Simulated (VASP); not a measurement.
# GeCN2: single point with PBE

GeCN2:

```xyz
4
Lattice="1.8116 1.0459 4.9707 -1.8116 1.0459 4.9707 0.0000 -2.0918 4.9707" Properties=species:S:1:pos:R:3 pbc="T T T"
Ge    0.0000    0.0000    0.0000
N     0.0000    0.0000    8.7072
N     0.0000    0.0000    6.2048
C     0.0000    0.0000    7.4560
```

```
Program             : VASP 6.6.1
Task                : single point
Functional          : PBE
Potentials or basis : VASP PAW PBE potentials, release 64 (Ge_d, N, C)
Cutoff              : 520 eV
k mesh              : 10 × 10 × 10
Occupations         : gaussian, width 0.02 eV
Spin                : no spin polarisation
```

```
Pressure               : -3.5 GPa
Largest force          : 0.739 eV/Å
Band gap on the k mesh : 1.11 eV, indirect (least direct gap 2.06 eV)
```

Forces on the atoms (eV/Å):
```
Ge   0.000  0.000  0.000
N    0.000  0.000 -0.739
N    0.000  0.000  0.739
C    0.000  0.000  0.000
```

Stress tensor (GPa, compression positive):
```
-1.49  0.00  0.00
 0.00 -1.49  0.00
 0.00  0.00 -7.66
```

Levels at points of the mesh, in eV from the valence-band top:
| k point | band 11 | band 12 | band 13 | band 14 | band 15 | band 16 | band 17 | band 18 |
| --- | --- | --- | --- | --- | --- | --- | --- | --- |
| (0.00, 0.00, 0.00) | -5.00 | -2.28 | -1.77 | -1.77 | 2.50 | 3.22 | 3.22 | 5.09 |
| (0.50, 0.00, 0.00) | -5.14 | -3.69 | -3.27 | -3.04 | 2.81 | 5.02 | 5.10 | 5.49 |
| (0.50, 0.50, 0.00) | -5.71 | -5.60 | -1.63 | -0.01 | 2.06 | 2.11 | 3.91 | 6.54 |
| (0.50, 0.50, 0.50) | -4.99 | -1.86 | -1.86 | -1.26 | 1.11 | 4.70 | 4.70 | 4.95 |

Wall time 92 s on 1 thread of Intel(R) Xeon(R) 6975P-C (Granite Rapids) (shared host), peak memory 0.33 GiB.

A k mesh can miss the band edges. Expect the measured gap to be larger: semilocal functionals such as PBE lack the derivative discontinuity.
